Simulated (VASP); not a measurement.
# TiSn2O6 (C2) in VASP: single point with PBE

Aim: the single point of TiSn2O6 with PBE.

All numbers are computed with VASP 6.6.1; they aren't measurements. Logs are shortened: lines on timing, memory, paths and dates and some standing lists are left out, and cuts for length are marked.

### 1 The cell of the first run

It takes space group C2 (No. 5, monoclinic). Conventional cell: a = 14.954 Å, b = 3.157 Å, c = 4.830 Å, α = 90.00°, β = 93.18°, γ = 90.00°. Ti (site symmetry 2) has 6 O at 1.86 to 2.21 Å within 2.5 Å. Sn (site symmetry 1) has 6 O at 2.08 to 2.15 Å within 2.8 Å. Within 2.6 Å of O (site symmetry 1) lie 2 Ti at 1.86 to 2.21 Å and 1 Sn at 2.10 Å and 1 O at 2.55 Å. O (site symmetry 1) has 3 Sn at 2.08 to 2.15 Å and 3 O at 2.72 to 2.73 Å within 2.8 Å. Within 2.6 Å of O (site symmetry 1) lie 1 Ti at 1.98 Å and 2 Sn at 2.09 Å.

### 2 Single point, PBE

The input, INCAR:

```
SYSTEM = TiSn2O6
ALGO = Normal
EDIFF = 1E-7
ENCUT = 520
GGA = PE
ISIF = 2
ISMEAR = 0
LASPH = .TRUE.
LCHARG = .FALSE.
LREAL = .FALSE.
LWAVE = .FALSE.
NBANDS = 48
NELM = 100
PREC = Accurate
SIGMA = 0.1
```

The input, KPOINTS:

```
k-points
0
G
  6 6 4
  0 0 0
```

The input, POSCAR:

```
TiSn2O6
1.0
    7.4769619000     -1.5784788000      0.0000000000
    7.4769619000      1.5784788000      0.0000000000
   -0.2682170000      0.0000000000      4.8229278000
Ti Sn O
1 2 6
Direct
    0.9381190000      0.0618810000      0.5000000000
    0.3510610000      0.3372890000      0.9778660000
    0.6627110000      0.6489390000      0.0221340000
    0.4497610000      0.4309330000      0.6781670000
    0.7816360000      0.7664260000      0.7865240000
    0.0999300000      0.0859800000      0.8044120000
    0.9140200000      0.9000700000      0.1955880000
    0.2335740000      0.2183640000      0.2134760000
    0.5690670000      0.5502390000      0.3218330000
```

Potentials or basis: VASP PAW PBE potentials, release 64 (Ti_sv, Sn_d, O).

The run is started by

```
> cat potpaw_PBE.64/Ti_sv/POTCAR potpaw_PBE.64/Sn_d/POTCAR potpaw_PBE.64/O/POTCAR > POTCAR
> mpirun -np 1 vasp_std > vasp.out
```

OUTCAR:

```text
SYSTEM = TiSn2O6
   EDIFF = 1E-7
   ENCUT = 520
   GGA = PE
   ISIF = 2
   ISMEAR = 0
   LASPH = .TRUE.
   LREAL = .FALSE.
   NELM = 100
   PREC = Accurate

 ion  position               nearest neighbor table
   1  0.938  0.062  0.500-   4 1.86   9 1.86   7 1.98   6 1.98   4 2.21   9 2.21
   2  0.351  0.337  0.978-   5 2.08   5 2.08   7 2.09   7 2.09   4 2.10   8 2.15   3 3.25   3 3.25

   3  0.663  0.649  0.022-   8 2.08   8 2.08   6 2.09   6 2.09   9 2.10   5 2.15   2 3.25   2 3.25

   4  0.450  0.431  0.678-   1 1.86   2 2.10   1 2.21
   5  0.782  0.766  0.787-   2 2.08   2 2.08   3 2.15
   6  0.100  0.086  0.804-   1 1.98   3 2.09   3 2.09
   7  0.914  0.900  0.196-   1 1.98   2 2.09   2 2.09
   8  0.234  0.218  0.213-   3 2.08   3 2.08   2 2.15
   9  0.569  0.550  0.322-   1 1.86   3 2.10   1 2.21

  LATTYP: Found a base centered monoclinic cell.
 ALAT       =    14.9539238000
 B/A-ratio  =     0.2111123236
 C/A-ratio  =     0.3230175751
 COS(beta)  =    -0.0555270990

  Lattice vectors:

 A1 = (   7.4769619000,  -1.5784788000,   0.0000000000)
 A2 = (   7.4769619000,   1.5784788000,   0.0000000000)
 A3 = (  -0.2682170000,   0.0000000000,   4.8229278000)

Analysis of symmetry for initial positions (statically):
=====================================================================
 Subroutine PRICEL returns:
 Original cell was already a primitive cell.

 Routine SETGRP: Setting up the symmetry group for a
 base centered monoclinic supercell.

 Subroutine GETGRP returns: Found  2 space group operations
 (whereof  2 operations were pure point group operations)
 out of a pool of  4 trial point group operations.

The static configuration has the point symmetry C_2 .

Analysis of symmetry for dynamics (positions and initial velocities):
=====================================================================
 Subroutine PRICEL returns:
 Original cell was already a primitive cell.

 Routine SETGRP: Setting up the symmetry group for a
 base centered monoclinic supercell.

 Subroutine GETGRP returns: Found  2 space group operations
 (whereof  2 operations were pure point group operations)
 out of a pool of  4 trial point group operations.

The dynamic configuration has the point symmetry C_2 .

 Subroutine INISYM returns: Found  2 space group operations
 (whereof  2 operations are pure point group operations),
 and found     1 'primitive' translations

----------------------------------------------------------------------------------------

                                     Primitive cell

  volume of cell :     113.8426

  direct lattice vectors                    reciprocal lattice vectors
     7.476961900 -1.578478800  0.000000000     0.066872081 -0.316760669  0.003718950
     7.476961900  1.578478800  0.000000000     0.066872081  0.316760669  0.003718950
    -0.268217000  0.000000000  4.822927800     0.000000000  0.000000000  0.207342934

  length of vectors
     7.641763839  7.641763839  4.830380205     0.323763844  0.323763844  0.207342934

  position of ions in fractional coordinates (direct lattice)
     0.938119000  0.061881000  0.500000000
     0.351061000  0.337289000  0.977866000
     0.662711000  0.648939000  0.022134000
     0.449761000  0.430933000  0.678167000
     0.781636000  0.766426000  0.786524000
     0.099930000  0.085980000  0.804412000
     0.914020000  0.900070000  0.195588000
     0.233574000  0.218364000  0.213476000
     0.569067000  0.550239000  0.321833000

  ion indices of the primitive-cell ions
   primitive index   ion index
                 1           1
                 2           2
                 3           3
                 4           4
                 5           5
                 6           6
                 7           7
                 8           8
                 9           9

----------------------------------------------------------------------------------------

 KPOINTS: k-points

Automatic generation of k-mesh.
 Grid dimensions read from file:
 generate k-points for:    6    6    4

 Generating k-lattice:

  Cartesian coordinates                     Fractional coordinates (reciprocal lattice)
     0.011145347 -0.052793445  0.000619825     0.166666667  0.000000000 -0.000000000
     0.011145347  0.052793445  0.000619825     0.000000000  0.166666667 -0.000000000
     0.000000000  0.000000000  0.051835733     0.000000000  0.000000000  0.250000000

  Length of vectors
     0.053960641  0.053960641  0.051835733

  Shift w.r.t. Gamma in fractional coordinates (k-lattice)
     0.000000000  0.000000000  0.000000000

 Subroutine IBZKPT returns following result:
 ===========================================

 Found     47 irreducible k-points:

 Following reciprocal coordinates:
            Coordinates               Weight
  0.000000  0.000000  0.000000      1.000000
  0.166667  0.000000 -0.000000      4.000000
  0.333333  0.000000 -0.000000      4.000000
  0.500000  0.000000  0.000000      2.000000
  0.166667  0.166667  0.000000      2.000000
  0.333333  0.166667 -0.000000      4.000000
[... 16 lines left out ...]
 -0.333333  0.166667  0.250000      4.000000
 -0.166667  0.166667  0.250000      4.000000
 [... further k-points ...]
   k-points           NKPTS =     47   k-points in BZ     NKDIM =     47   number of bands    NBANDS=     48
   number of dos      NEDOS =    301   number of ions     NIONS =      9
   total plane-waves  NPLWV = 129600
   dimension x,y,z NGX =    60 NGY =   60 NGZ =   36
   dimension x,y,z NGXF=   120 NGYF=  120 NGZF=   72
   ions per type =               1   2   6
   NGX,Y,Z   is equivalent  to a cutoff of  13.05, 13.05, 12.39 a.u.
   NGXF,Y,Z  is equivalent  to a cutoff of  26.11, 26.11, 24.78 a.u.
 SYSTEM =  TiSn2O6
   PREC   = accura    normal or accurate (medium, high low for compatibility)
   ISTART =      0    job   : 0-new  1-cont  2-samecut
   ICHARG =      2    charge: 1-file 2-atom 10-const
   ISPIN  =      1    spin polarized calculation?
   LNONCOLLINEAR =      F non collinear calculations
   LSORBIT =      F    spin-orbit coupling
   LASPH  =      T    aspherical Exc in radial PAW
   ENCUT  =  520.0 eV  38.22 Ry    6.18 a.u.  14.21 14.21  8.98*2*pi/ulx,y,z
   NELM   =    100;   NELMIN=  2; NELMDL= -5     # of ELM steps
   EDIFF  = 0.1E-06   stopping-criterion for ELM
   LREAL  =      F    real-space projection
   EDIFFG = 0.1E-05   stopping-criterion for IOM
   NSW    =      0    number of steps for IOM
   IBRION =     -1    ionic relax: 0-MD 1-quasi-New 2-CG
   NFREE  =      0    steps in history (QN), initial steepest desc. (CG)
   ISIF   =      2    stress and relaxation
   ISYM   =      2    0-nonsym 1-usesym 2-fastsym
   POTIM  = 0.5000    time-step for ionic-motion
   TEBEG  =    0.0;   TEEND  =   0.0 temperature during run
   PSTRESS=    0.0 pullay stress
   NELECT =      76.0000    total number of electrons
   NUPDOWN=      -1.0000    fix difference up-down
   EMIN   =  10.00;   EMAX   =-10.00  energy-range for DOS
   EFERMI =   0.00;   METHOD = LEGACY
   ISMEAR =     0;   SIGMA  =   0.10  broadening in eV -4-tet -1-fermi 0-gaus
   EFERMI_NEDOS =   21; number of points for ismear=-14 and -15
   IALGO  =     38    algorithm
   IMIX   =      4    mixing-type and parameters
     AMIX     =   0.40;   BMIX     =  1.00
     AMIX_MAG =   1.60;   BMIX_MAG =  1.00
  volume/ion in A,a.u.               =      12.65        85.36
  Fermi-wavevector in a.u.,A,eV,Ry     =   1.430796  2.703813 27.853548  2.047178
  Thomas-Fermi vector in A             =   2.550603
   LORBIT       =      0    0 simple, 1 ext, 2 COOP (PROOUT), +10 PAW based schemes
   GGA     = PE    functional components
   LHFCALC =     F    Hartree Fock is set to
   AEXX    =    0.0000 exact exchange contribution
   IVDW    =     0    specifies the selected vdW correction
   LEPSILON=     F    determine dielectric tensor
   LRPA    =     F    only Hartree local field effects (RPA)
 non-spin polarized calculation
 Gauss-broadening in eV      SIGMA  =   0.10
  energy-cutoff  :      520.00
  volume of cell :      113.84
 maximum number of plane-waves:      3085
 NGX is ok and might be reduce to    60
   NGX = 29   NGY = 29   NGZ = 17

 number of electron      75.9999987 magnetization

 Free energy of the ion-electron system (eV)
  ---------------------------------------------------
  ext. energy  EPLUGINS =         0.00000000
  ---------------------------------------------------
  free energy    TOTEN  =       -63.59809135 eV

  energy without entropy =      -63.59809135  energy(sigma->0) =      -63.59809135

 E-fermi :   4.9599     XC(G=0): -10.6552

 val. band max:        4.3480932234   @ k =   0.5000   0.5000   0.0000
 cond. band min:       6.5053648611   @ k =   0.0000   0.0000   0.0000
 fundamental gap:      2.1572716377
 Fermi energy:         4.9598828510

 k-point     1 :       0.0000    0.0000    0.0000
  band No.  band energies     occupation
      1     -52.3549      2.00000
      2     -28.6286      2.00000
      3     -28.5512      2.00000
      4     -28.5181      2.00000
      5     -16.3832      2.00000
      6     -16.0550      2.00000
[... 40 lines left out ...]
     47      11.4722      0.00000
     48      13.1688      0.00000

 k-point     2 :       0.1667    0.0000   -0.0000
  band No.  band energies     occupation
      1     -52.3504      2.00000
      2     -28.6154      2.00000
      3     -28.6120      2.00000
      4     -28.5138      2.00000
      5     -16.2809      2.00000
      6     -15.9914      2.00000
[... 40 lines left out ...]
     47      12.3728      0.00000
     48      13.5790      0.00000

 k-point     3 :       0.3333    0.0000   -0.0000
  band No.  band energies     occupation
      1     -52.3415      2.00000
      2     -28.7314      2.00000
      3     -28.5888      2.00000
      4     -28.5050      2.00000
      5     -16.2916      2.00000
      6     -16.2777      2.00000
[... 1060 lines left out ...]
     47      12.9175      0.00000
     48      14.2518      0.00000

 k-point    24 :      -0.1667    0.1667    0.2500
  band No.  band energies     occupation
      1     -52.3415      2.00000
      2     -28.7313      2.00000
      3     -28.5890      2.00000
      4     -28.5054      2.00000
      5     -16.2921      2.00000
      6     -16.2781      2.00000
[... 40 lines left out ...]
     47      13.2634      0.00000
     48      13.9622      0.00000

 [... further k-points ...]

------------------------ aborting loop because EDIFF is reached ----------------------------------------

  FORCE on cell =-STRESS in cart. coord.  units (eV):
  Direction    XX          YY          ZZ          XY          YZ          ZX
  --------------------------------------------------------------------------------------
  -------------------------------------------------------------------------------------
  Total        0.4216811      0.5352265      0.3129221      0.0000000      0.0000000     -0.0069363
  in kB        5.9345806      7.5325763      4.4039479      0.0000000      0.0000000     -0.0976191
  external PRESSURE =       5.9570349 kB  Pullay stress =       0.0000000 kB

 VOLUME and BASIS-vectors are now :
 -----------------------------------------------------------------------------
  energy-cutoff  :      520.00
  volume of cell :      113.84
      direct lattice vectors                 reciprocal lattice vectors
     7.476961900 -1.578478800  0.000000000     0.066872081 -0.316760669  0.003718950
     7.476961900  1.578478800  0.000000000     0.066872081  0.316760669  0.003718950
    -0.268217000  0.000000000  4.822927800     0.000000000  0.000000000  0.207342934

 POSITION                                       TOTAL-FORCE (eV/Angst)
 -----------------------------------------------------------------------------------
      7.34285     -1.38312      2.41146         0.000000     -0.090395      0.000000
      4.88449     -0.02174      4.71618         0.006006      0.002298      0.000716
      9.80122     -0.02174      0.10675        -0.006006      0.002298     -0.000716
      6.40302     -0.02972      3.27075        -0.015758      0.046150      0.016853
     11.36384     -0.02401      3.79335        -0.016654      0.000307     -0.054550
      1.17429     -0.02202      3.87962        -0.017430     -0.003558     -0.013556
     13.51142     -0.02202      0.94331         0.017430     -0.003558      0.013556
      3.32187     -0.02401      1.02958         0.016654      0.000307      0.054550
      8.28269     -0.02972      1.55218         0.015758      0.046150     -0.016853
 -----------------------------------------------------------------------------------
    total drift:                                0.000000     -0.000038      0.000000

  FREE ENERGIE OF THE ION-ELECTRON SYSTEM (eV)
  ---------------------------------------------------
  free  energy   TOTEN  =       -63.5980913451 eV

  energy  without entropy=      -63.5980913451  energy(sigma->0) =      -63.59809135
```

Run time: 8.8 min. Hardware: 1 thread of Intel Xeon Platinum 8488C (Sapphire Rapids), shared host; peak memory 0.49 GiB.

Results:

```
Free energy            : -63.5981 eV
Pressure               : 0.6 GPa
Largest force          : 0.090 eV/Å
Band gap on the k mesh : 2.16 eV (least direct gap 2.29 eV)
```

Forces on the atoms (eV/Å):
```
Ti   0.000 -0.090  0.000
Sn   0.006  0.002  0.001
Sn  -0.006  0.002 -0.001
O   -0.016  0.046  0.017
O   -0.017  0.000 -0.055
O   -0.017 -0.004 -0.014
O    0.017 -0.004  0.014
O    0.017  0.000  0.055
O    0.016  0.046 -0.017
```

Levels at points of the mesh, in eV from the valence-band top:
```
           k point  band 35  band 36  band 37  band 38  band 39  band 40  band 41  band 42
(0.00, 0.00, 0.00)    -0.70    -0.67    -0.15    -0.13     2.16     3.22     3.28     3.52
(0.50, 0.00, 0.00)    -1.22    -0.97    -0.83    -0.67     2.99     3.16     3.45     4.84
(0.50, 0.50, 0.00)    -0.80    -0.63    -0.55     0.00     2.61     3.06     3.51     3.65
(0.00, 0.00, 0.50)    -0.91    -0.84    -0.74    -0.61     2.80     3.13     3.61     3.94
(0.50, 0.00, 0.50)    -0.90    -0.70    -0.57    -0.50     3.04     3.08     3.15     4.85
(0.50, 0.50, 0.50)    -1.21    -0.74    -0.61    -0.59     2.62     3.18     3.18     3.70
```

Caveat: spin-orbit coupling is left out, which moves the levels of the heavy elements. A k mesh can miss the band edges.
